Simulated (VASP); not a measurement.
A run of VASP 6.6.1 is set up as follows.

Contents of INCAR:

```
  PREC = Accurate
  ENCUT = 910
  EDIFF = 1E-6
  ISMEAR = -1
  SIGMA = 0.05
  LREAL = False
  LASPH = True
  NELM = 120
  ALGO = Normal
  ISIF = 2
  LWAVE = False
  LCHARG = True
  GGA = VW
  LELF = True
  LVHAR = True
  NBANDS = 16
  GGA_COMPAT = False
```

KPOINTS

```
regular mesh
0
Gamma
  10 10 5
```

The input POSCAR:

```
SiC
1.0
    3.1164783262      0.0000000000      0.0000000000
   -1.5582391631      2.6989494007      0.0000000000
    0.0000000000      0.0000000000      5.1144286705
Si C
2 2
Direct
    0.6666666667      0.3333333333      0.5000000000
    0.3333333333      0.6666666667      0.0000000000
    0.6666666667      0.3333333333      0.8850000000
    0.3333333333      0.6666666667      0.3850000000
```

Potentials or basis: VASP PAW PBE potentials, release 64 (Si, C_h).

Run with:

```sh
$ cat potpaw_PBE.64/Si/POTCAR potpaw_PBE.64/C_h/POTCAR > POTCAR
$ mpirun -np 1 vasp_std > vasp.out
```

Problem. Predict the largest force.

Solution. 0.683 eV/Å.

Problem. What does it give for the band gap on the k mesh?

Solution. 2.43 eV, indirect (least direct gap 3.91 eV).

Problem. Predict the pressure.

Solution. -10.9 GPa.

Forces on the atoms (eV/Å):
```
Si   0.000  0.000  0.683
Si   0.000  0.000  0.683
C    0.000  0.000 -0.683
C    0.000  0.000 -0.683
```

Caveat: the cutoff is under 1.25 times the usual one of these potentials, so pressure, stress and relaxed cells hold a basis-set (Pulay) error; the PAW data sets were made with another functional, which shifts forces and pressure a little. A k mesh can miss the band edges.
